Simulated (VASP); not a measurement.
# Cd16S16O (a cell with a defect) in VASP: notebook

Cd16S16O (a cell with a defect) is run at these levels: PBE; tasks: single point.

Everything below comes from runs of VASP 6.6.1. Logs are shortened: lines on timing, memory, paths and dates and some standing lists are left out, and cuts for length are marked.

## Step 1: The cell of the first run

The cell holds a defect, 33 atoms: a = 8.328 Å, b = 8.328 Å, c = 13.535 Å, α = 90.00°, β = 90.00°, γ = 120.00°.

## Step 2: Single point, PBE

Input file INCAR:

```
SYSTEM = Cd16S16O
  PREC = Accurate
  ENCUT = 520
  EDIFF = 1E-7
  ISMEAR = -1
  SIGMA = 0.01
  LREAL = Auto
  LASPH = .True.
  NELM = 60
  ALGO = Normal
  ISIF = 2
  LWAVE = .False.
  LCHARG = .False.
  GGA = PE
  NBANDS = 169
```

Input file KPOINTS:

```
Automatic mesh
0
Gamma
  1 1 1
  0.25 0.25 0.25
```

Input file POSCAR:

```
Cd16S16O
1.0
    8.3277842500     -0.0000000600      0.0000000000
   -4.1638920700      7.2120727400      0.0000000000
    0.0000000000      0.0000000000     13.5350132800
Cd S O
16 16 1
Direct
    0.3176570569      0.1737024936      0.2519604473
    0.2077367439      0.3438609262      0.0079272918
    0.3407007312      0.1686890946      0.7434725620
    0.1539372635      0.3472184904      0.4996727273
    0.3153533706      0.6802687931      0.2521752236
    0.1623962987      0.8375827903     -0.0109312785
    0.3362168570      0.6643007070      0.7539400804
    0.1516317121      0.8466708849      0.5026354876
    0.8231298216      0.1740630044      0.2465442723
    0.6726260458      0.3171394858      0.0079251492
    0.8392990440      0.1555202077      0.7497530139
    0.6560819935      0.3411496428      0.4970630513
    0.8235314383      0.6785529245      0.2527420498
    0.6655666675      0.7889156481      0.0109304658
    0.8316242266      0.6577903775      0.7430550523
    0.6508784540      0.8444931518      0.4985818529
    0.3219011309      0.1771984373      0.4413313734
    0.1582292657      0.3509082757      0.1934355694
    0.3543148561      0.1686872921      0.9327062145
    0.1700724686      0.3357101485      0.6886878356
    0.3185165141      0.6790874407      0.4412190721
    0.1473829637      0.8493280961      0.1820092045
    0.3464241945      0.6725913889      0.9420034348
    0.1680704546      0.8323245240      0.6909758274
    0.8241577030      0.1748785814      0.4375307861
    0.6525704138      0.3440004183      0.1931292527
    0.8608130534      0.1733564118      0.9422162163
    0.6728679968      0.3256137486      0.6864531868
    0.8208375157      0.6757369518      0.4418055510
    0.6459472776      0.8380626841      0.1957437311
    0.8331476031      0.6370060613      0.9319063631
    0.6644770791      0.8278247121      0.6878294692
   -0.0656829858      0.0513085502      0.0125592784
```

Potentials or basis: VASP PAW PBE potentials, release 64 (Cd, S, O).

The run is started by

```bash
cat potpaw_PBE.64/Cd/POTCAR potpaw_PBE.64/S/POTCAR potpaw_PBE.64/O/POTCAR > POTCAR
mpirun -np 1 vasp_std > vasp.out
```

OUTCAR:

```text
SYSTEM = Cd16S16O
   PREC = Accurate
   ENCUT = 520
   EDIFF = 1E-7
   ISMEAR = -1
   LREAL = Auto
   LASPH = .True.
   NELM = 60
   ISIF = 2
   GGA = PE

 ion  position               nearest neighbor table
   1  0.318  0.174  0.252-  22 2.52  26 2.54  18 2.55  17 2.56
   2  0.208  0.344  0.008-  33 2.36  19 2.54  23 2.54  18 2.55  27 2.66  14 3.76
   3  0.341  0.169  0.743-  28 2.52  24 2.53  20 2.55  19 2.56
   4  0.154  0.347  0.500-  21 2.52  25 2.52  17 2.56  20 2.57
   5  0.315  0.680  0.252-  30 2.50  18 2.51  21 2.56  22 2.61
   6  0.162  0.838  0.989-  31 2.52  19 2.52  23 2.60  22 2.62
   7  0.336  0.664  0.754-  20 2.53  32 2.53  23 2.55  24 2.57
   8  0.152  0.847  0.503-  29 2.52  17 2.52  21 2.55  24 2.56
   9  0.823  0.174  0.247-  30 2.52  18 2.52  26 2.56  25 2.59
  10  0.673  0.317  0.008-  19 2.51  31 2.53  26 2.53  27 2.56
  11  0.839  0.156  0.750-  32 2.51  20 2.53  28 2.57  27 2.61
  12  0.656  0.341  0.497-  17 2.53  29 2.53  25 2.54  28 2.57
  13  0.824  0.679  0.253-  22 2.53  26 2.54  30 2.55  29 2.56
  14  0.666  0.789  0.011-  33 2.21  23 2.51  31 2.54  30 2.55  27 2.92   2 3.76
  15  0.832  0.658  0.743-  28 2.52  24 2.53  32 2.54  31 2.56
  16  0.651  0.844  0.499-  21 2.52  25 2.52  29 2.56  32 2.57
  17  0.322  0.177  0.441-   8 2.52  12 2.53   4 2.56   1 2.56
  18  0.158  0.351  0.193-   5 2.51   9 2.52   2 2.55   1 2.55
  19  0.354  0.169  0.933-  10 2.51   6 2.52   2 2.54   3 2.56
  20  0.170  0.336  0.689-  11 2.53   7 2.53   3 2.55   4 2.57
  21  0.319  0.679  0.441-  16 2.52   4 2.52   8 2.55   5 2.56
  22  0.147  0.849  0.182-   1 2.52  13 2.53   5 2.61   6 2.62
  23  0.346  0.673  0.942-  14 2.51   2 2.54   7 2.55   6 2.60
  24  0.168  0.832  0.691-  15 2.53   3 2.53   8 2.56   7 2.57
  25  0.824  0.175  0.438-  16 2.52   4 2.52  12 2.54   9 2.59
  26  0.653  0.344  0.193-  10 2.53   1 2.54  13 2.54   9 2.56
  27  0.861  0.173  0.942-  33 1.71  10 2.56  11 2.61   2 2.66  14 2.92
  28  0.673  0.326  0.686-  15 2.52   3 2.52  11 2.57  12 2.57
  29  0.821  0.676  0.442-   8 2.52  12 2.53  13 2.56  16 2.56
  30  0.646  0.838  0.196-   5 2.50   9 2.52  13 2.55  14 2.55
  31  0.833  0.637  0.932-   6 2.52  10 2.53  14 2.54  15 2.56
  32  0.664  0.828  0.688-  11 2.51   7 2.53  15 2.54  16 2.57
  33  0.934  0.051  0.013-  27 1.71  14 2.21   2 2.36

  LATTYP: Found a hexagonal cell.
 ALAT       =     8.3277842500
 C/A-ratio  =     1.6252838539

  Lattice vectors:

 A1 = (   8.3277842500,  -0.0000000600,   0.0000000000)
 A2 = (  -4.1638920700,   7.2120727400,   0.0000000000)
 A3 = (   0.0000000000,   0.0000000000,  13.5350132800)

Analysis of symmetry for initial positions (statically):
=====================================================================
 Subroutine PRICEL returns:
 Original cell was already a primitive cell.

 Routine SETGRP: Setting up the symmetry group for a
 hexagonal supercell.

 Subroutine GETGRP returns: Found  1 space group operations
 (whereof  1 operations were pure point group operations)
 out of a pool of 24 trial point group operations.

The static configuration has the point symmetry C_1 .

Analysis of symmetry for dynamics (positions and initial velocities):
=====================================================================
 Subroutine PRICEL returns:
 Original cell was already a primitive cell.

 Routine SETGRP: Setting up the symmetry group for a
 hexagonal supercell.

 Subroutine GETGRP returns: Found  1 space group operations
 (whereof  1 operations were pure point group operations)
 out of a pool of 24 trial point group operations.

The dynamic configuration has the point symmetry C_1 .

 Subroutine INISYM returns: Found  1 space group operations
 (whereof  1 operations are pure point group operations),
 and found     1 'primitive' translations

----------------------------------------------------------------------------------------

                                     Primitive cell

  volume of cell :     812.9208

  direct lattice vectors                    reciprocal lattice vectors
     8.327784250 -0.000000060  0.000000000     0.120079961  0.069328196  0.000000000
    -4.163892070  7.212072740  0.000000000     0.000000001  0.138656395  0.000000000
     0.000000000  0.000000000 13.535013280     0.000000000  0.000000000  0.073882454

  length of vectors
     8.327784250  8.327784242 13.535013280     0.138656395  0.138656395  0.073882454

  position of ions in fractional coordinates (direct lattice)
     0.317657057  0.173702494  0.251960447
     0.207736744  0.343860926  0.007927292
     0.340700731  0.168689095  0.743472562
     0.153937263  0.347218490  0.499672727
     0.315353371  0.680268793  0.252175224
     0.162396299  0.837582790  0.989068721
[... 25 lines left out ...]
     0.664477079  0.827824712  0.687829469
     0.934317014  0.051308550  0.012559278

  ion indices of the primitive-cell ions
   primitive index   ion index
                 1           1
                 2           2
                 3           3
                 4           4
                 5           5
                 6           6
[... 25 lines left out ...]
                32          32
                33          33

----------------------------------------------------------------------------------------

 KPOINTS: Automatic mesh

Automatic generation of k-mesh.
 Grid dimensions read from file:
 generate k-points for:    1    1    1

 Generating k-lattice:

  Cartesian coordinates                     Fractional coordinates (reciprocal lattice)
     0.120079961  0.069328196  0.000000000     1.000000000  0.000000000  0.000000000
     0.000000001  0.138656395  0.000000000     0.000000000  1.000000000  0.000000000
     0.000000000  0.000000000  0.073882454     0.000000000  0.000000000  1.000000000

  Length of vectors
     0.138656395  0.138656395  0.073882454

  Shift w.r.t. Gamma in fractional coordinates (k-lattice)
     0.250000000  0.250000000  0.250000000

 Subroutine IBZKPT returns following result:
 ===========================================

 Found      6 irreducible k-points:

 Following reciprocal coordinates:
            Coordinates               Weight
  0.250000  0.250000  0.250000      2.000000
 -0.250000  0.500000  0.250000      2.000000
  0.500000  0.250000  0.250000      2.000000
 -0.250000 -0.250000  0.250000      2.000000
  0.250000  0.500000  0.250000      2.000000
  0.500000 -0.250000  0.250000      2.000000
   k-points           NKPTS =      6   k-points in BZ     NKDIM =      6   number of bands    NBANDS=    169
   number of dos      NEDOS =    301   number of ions     NIONS =     33
   total plane-waves  NPLWV = 442368
   dimension x,y,z NGX =    64 NGY =   64 NGZ =  108
   dimension x,y,z NGXF=   128 NGYF=  128 NGZF=  216
   ions per type =              16  16   1
   NGX,Y,Z   is equivalent  to a cutoff of  12.78, 12.78, 13.27 a.u.
   NGXF,Y,Z  is equivalent  to a cutoff of  25.55, 25.55, 26.53 a.u.
 SYSTEM =  Cd16S16O
   PREC   = accura    normal or accurate (medium, high low for compatibility)
   ISTART =      0    job   : 0-new  1-cont  2-samecut
   ICHARG =      2    charge: 1-file 2-atom 10-const
   ISPIN  =      1    spin polarized calculation?
   LNONCOLLINEAR =      F non collinear calculations
   LSORBIT =      F    spin-orbit coupling
   LASPH  =      T    aspherical Exc in radial PAW
   ENCUT  =  520.0 eV  38.22 Ry    6.18 a.u.  15.48 15.48 25.17*2*pi/ulx,y,z
   NELM   =     60;   NELMIN=  2; NELMDL= -5     # of ELM steps
   EDIFF  = 0.1E-06   stopping-criterion for ELM
   LREAL  =      T    real-space projection
   EDIFFG = 0.1E-05   stopping-criterion for IOM
   NSW    =      0    number of steps for IOM
   IBRION =     -1    ionic relax: 0-MD 1-quasi-New 2-CG
   NFREE  =      0    steps in history (QN), initial steepest desc. (CG)
   ISIF   =      2    stress and relaxation
   ISYM   =      2    0-nonsym 1-usesym 2-fastsym
   POTIM  = 0.5000    time-step for ionic-motion
   TEBEG  =    0.0;   TEEND  =   0.0 temperature during run
   PSTRESS=    0.0 pullay stress
   NELECT =     294.0000    total number of electrons
   NUPDOWN=      -1.0000    fix difference up-down
   EMIN   =  10.00;   EMAX   =-10.00  energy-range for DOS
   EFERMI =   0.00;   METHOD = LEGACY
   ISMEAR =    -1;   SIGMA  =   0.01  broadening in eV -4-tet -1-fermi 0-gaus
   EFERMI_NEDOS =   21; number of points for ismear=-14 and -15
   IALGO  =     38    algorithm
   IMIX   =      4    mixing-type and parameters
     AMIX     =   0.40;   BMIX     =  1.00
     AMIX_MAG =   1.60;   BMIX_MAG =  1.00
  volume/ion in A,a.u.               =      24.63       166.24
  Fermi-wavevector in a.u.,A,eV,Ry     =   1.166383  2.204144 18.510037  1.360449
  Thomas-Fermi vector in A             =   2.302897
   LORBIT       =      0    0 simple, 1 ext, 2 COOP (PROOUT), +10 PAW based schemes
   GGA     = PE    functional components
   LHFCALC =     F    Hartree Fock is set to
   AEXX    =    0.0000 exact exchange contribution
   IVDW    =     0    specifies the selected vdW correction
   LEPSILON=     F    determine dielectric tensor
   LRPA    =     F    only Hartree local field effects (RPA)
 non-spin polarized calculation
  energy-cutoff  :      520.00
  volume of cell :      812.92
 maximum number of plane-waves:     21888
 NGX is ok and might be reduce to    64
   NGX = 31   NGY = 31   NGZ = 51

 number of electron     293.9999999 magnetization

 Free energy of the ion-electron system (eV)
  ---------------------------------------------------
  ext. energy  EPLUGINS =         0.00000000
  ---------------------------------------------------
  free energy    TOTEN  =      -104.34257470 eV

  energy without entropy =     -104.34257470  energy(sigma->0) =     -104.34257470

 E-fermi :   1.7961     XC(G=0):  -9.1167

 val. band max:        1.5524193426   @ k =  -0.2500   0.5000   0.2500
 cond. band min:       3.5279232984   @ k =   0.2500   0.5000   0.2500
 fundamental gap:      1.9755039558
 Fermi energy:         1.7961235554

 k-point     1 :       0.2500    0.2500    0.2500
  band No.  band energies     occupation
      1     -17.3303      2.00000
      2     -10.9603      2.00000
      3     -10.8647      2.00000
      4     -10.8341      2.00000
      5     -10.8188      2.00000
      6     -10.7625      2.00000
[... 151 lines left out ...]
    158       5.4906      0.00000
    159       5.5523      0.00000
[... 808 lines left out ...]
    158       5.4751      0.00000
    159       5.5382      0.00000
 [bands above 159 left out]

------------------------ aborting loop because EDIFF is reached ----------------------------------------

  FORCE on cell =-STRESS in cart. coord.  units (eV):
  Direction    XX          YY          ZZ          XY          YZ          ZX
  --------------------------------------------------------------------------------------
  -------------------------------------------------------------------------------------
  Total        5.2902715      9.8583465     10.5331157      3.4547790      0.9240116     -2.1679294
  in kB       10.4265420     19.4297142     20.7596099      6.8089886      1.8211251     -4.2727498
  external PRESSURE =      16.8719553 kB  Pullay stress =       0.0000000 kB

 VOLUME and BASIS-vectors are now :
 -----------------------------------------------------------------------------
  energy-cutoff  :      520.00
  volume of cell :      812.92
      direct lattice vectors                 reciprocal lattice vectors
     8.327784250 -0.000000060  0.000000000     0.120079961  0.069328196  0.000000000
    -4.163892070  7.212072740  0.000000000     0.000000001  0.138656395  0.000000000
     0.000000000  0.000000000 13.535013280     0.000000000  0.000000000  0.073882454

 POSITION                                       TOTAL-FORCE (eV/Angst)
 -----------------------------------------------------------------------------------
      1.92210      1.25275      3.41029        -0.065290      0.007245     -0.013698
      0.29819      2.47995      0.10730         0.190487      0.193964      0.025465
      2.13488      1.21660     10.06291        -0.078573      0.046458      0.030991
     -0.16382      2.50417      6.76308         0.104907     -0.053437     -0.006065
     -0.20637      4.90615      3.41320        -0.307587      0.185034     -0.054041
     -2.13520      6.04071     13.38706         0.005140     -0.015760      0.196111
[... 25 lines left out ...]
      2.08665      5.97033      9.30978         0.080936     -0.065039     -0.011873
      7.56715      0.37004      0.16999        -0.795390      0.293290     -0.491003
 -----------------------------------------------------------------------------------
    total drift:                                0.008832      0.001615     -0.005070

  FREE ENERGIE OF THE ION-ELECTRON SYSTEM (eV)
  ---------------------------------------------------
  free  energy   TOTEN  =      -104.3425746961 eV

  energy  without entropy=     -104.3425746961  energy(sigma->0) =     -104.34257470
```

Run time: 20 min. Hardware: 1 thread of Intel Xeon Platinum 8488C (Sapphire Rapids), shared host; peak memory 1.2 GiB.

What came out:

```
Free energy            : -104.3426 eV
Pressure               : 1.7 GPa
Largest force          : 0.980 eV/Å
Band gap on the k mesh : 1.98 eV
```

Forces on the atoms (eV/Å):
```
Cd  -0.065  0.007 -0.014
Cd   0.190  0.194  0.025
Cd  -0.079  0.046  0.031
Cd   0.105 -0.053 -0.006
Cd  -0.308  0.185 -0.054
Cd   0.005 -0.016  0.196
Cd  -0.091  0.052 -0.037
Cd   0.111 -0.063 -0.003
Cd  -0.029  0.015 -0.023
Cd   0.077 -0.072  0.108
Cd  -0.037  0.008  0.012
Cd   0.097 -0.054  0.001
Cd  -0.034  0.054 -0.012
Cd  -0.036 -0.342  0.072
Cd  -0.073  0.047  0.040
Cd   0.102 -0.058 -0.012
S   -0.064  0.027 -0.019
S    0.118 -0.060  0.001
S   -0.066  0.021 -0.001
S    0.070 -0.052 -0.008
S   -0.061  0.029 -0.001
S    0.363 -0.213  0.162
S   -0.109  0.100 -0.021
S    0.065 -0.037  0.020
S   -0.043  0.022 -0.020
S    0.114 -0.075  0.049
S    0.232  0.201 -0.051
S    0.113 -0.083  0.039
S   -0.045  0.034 -0.009
S    0.082 -0.086  0.047
S    0.011 -0.007 -0.011
S    0.081 -0.065 -0.012
O   -0.795  0.293 -0.491
```

## Step 3: Single point, PBE

Input file INCAR:

```
SYSTEM = Cd16S16O
PREC     = Accurate       ! precision mode
ENCUT    = 520            ! plane-wave cutoff, eV
EDIFF    = 1E-6           ! SCF threshold, eV
ISMEAR   = -1             ! smearing method
SIGMA    = 0.01           ! smearing width, eV
LREAL    = Auto         
LASPH    = .TRUE.         ! aspherical terms in the spheres
NELM     = 100            ! most SCF steps
ALGO     = Normal         ! electronic algorithm
ISIF     = 2              ! what is computed and relaxed
LWAVE    = .FALSE.        ! write WAVECAR
LCHARG   = .FALSE.        ! write CHGCAR
GGA      = PE             ! functional
NBANDS   = 169            ! bands
```

KPOINTS is that of step 2.

Input file POSCAR:

```
Cd16S16O
1.0
    8.3277842500     -0.0000000600      0.0000000000
   -4.1638920700      7.2120727400      0.0000000000
    0.0000000000      0.0000000000     13.5350132800
Cd S O
16 16 1
Direct
    0.3256740801      0.1599454222      0.2526219169
    0.1849241601      0.3833957464      0.0002511265
    0.3293783065      0.1784833662      0.7531528628
    0.1680228641      0.3500011857      0.5011600550
    0.3320262263      0.6665931131      0.2546185902
    0.1341150334      0.8460325108      0.0018342797
    0.3427119321      0.6924792914      0.7519014418
    0.1597528543      0.8430644322      0.5046034207
    0.8387435839      0.1612560067      0.2519769970
    0.6331237560      0.2755282856      0.0084311702
    0.8392251133      0.2025517633      0.7356702793
    0.6590307181      0.3421343806      0.4981996590
    0.8318852204      0.6542697530      0.2525369521
    0.6453059656      0.7672859438      0.0116980306
    0.8294417905      0.6855137528      0.7582176528
    0.6670266972      0.8458565602      0.5027798539
    0.3262861872      0.1730894938      0.4409471108
    0.1687162046      0.3378385241      0.1891448458
    0.3168610114      0.1759534415      0.9427642763
    0.1775085948      0.3611628868      0.6898025001
    0.3344425212      0.6823971690      0.4427157090
    0.1613345144      0.8301663371      0.1909726977
    0.3440878136      0.7150524137      0.9404297385
    0.1600833661      0.8471119510      0.6934285771
    0.8347199380      0.1783911639      0.4414980522
    0.6592654716      0.3198929244      0.1951295463
    0.8615620707      0.1983120669      0.9253405771
    0.6575205257      0.3565851500      0.6868062711
    0.8306865787      0.6749712912      0.4409250938
    0.6647668353      0.8260357673      0.1952635690
    0.8161811271      0.6108780662      0.9426095665
    0.6742757563      0.8608695814      0.6915957751
   -0.1394407795      0.0037227844     -0.0681573768
```

Potentials or basis: VASP PAW PBE potentials, release 64 (Cd, S, O).

The run is started by

```bash
cat potpaw_PBE.64/Cd/POTCAR potpaw_PBE.64/S/POTCAR potpaw_PBE.64/O/POTCAR > POTCAR
mpirun -np 1 vasp_std > vasp.out
```

Run time: 22 min. Hardware: 1 thread of Intel Xeon Platinum 8488C (Sapphire Rapids), shared host; peak memory 1.1 GiB.

Results (log left out):

```
Free energy            : -104.7617 eV
Pressure               : 1.6 GPa
Largest force          : 0.339 eV/Å
Band gap on the k mesh : 2.27 eV
```

Forces in eV/Å, atoms in the order of the input:
```
Cd  -0.104  0.063 -0.003
Cd   0.038 -0.009 -0.025
Cd  -0.074  0.043 -0.008
Cd   0.079 -0.044  0.002
Cd  -0.091  0.060 -0.008
Cd   0.055 -0.081 -0.005
Cd  -0.077  0.045 -0.013
Cd   0.080 -0.047  0.001
Cd  -0.087  0.059 -0.001
Cd   0.036  0.033  0.023
Cd  -0.068  0.037  0.002
Cd   0.088 -0.054  0.003
Cd  -0.102  0.063 -0.001
Cd   0.017 -0.099 -0.005
Cd  -0.073  0.022  0.018
Cd   0.078 -0.043 -0.004
S   -0.075  0.046  0.001
S    0.041 -0.054 -0.005
S   -0.054  0.105 -0.009
S    0.066 -0.073 -0.007
S   -0.090  0.032  0.003
S    0.043 -0.032 -0.031
S   -0.010 -0.130  0.066
S    0.085 -0.028  0.004
S   -0.076  0.028 -0.010
S    0.083 -0.022 -0.017
S    0.325 -0.093  0.019
S    0.044 -0.034 -0.010
S   -0.067  0.043  0.005
S    0.059 -0.033  0.017
S   -0.041  0.032  0.006
S    0.064 -0.072  0.002
O   -0.194  0.239 -0.010
```

Stress tensor (GPa, compression positive):
```
 1.21  0.46  0.01
 0.46  1.64 -0.26
 0.01 -0.26  2.06
```

Levels at points of the mesh, in eV from the valence-band top:
| k point | band 145 | band 146 | band 147 | band 148 | band 149 | band 150 |
| --- | --- | --- | --- | --- | --- | --- |
| (0.25, 0.25, 0.25) | -0.80 | -0.19 | -0.01 | 2.43 | 2.90 | 2.99 |
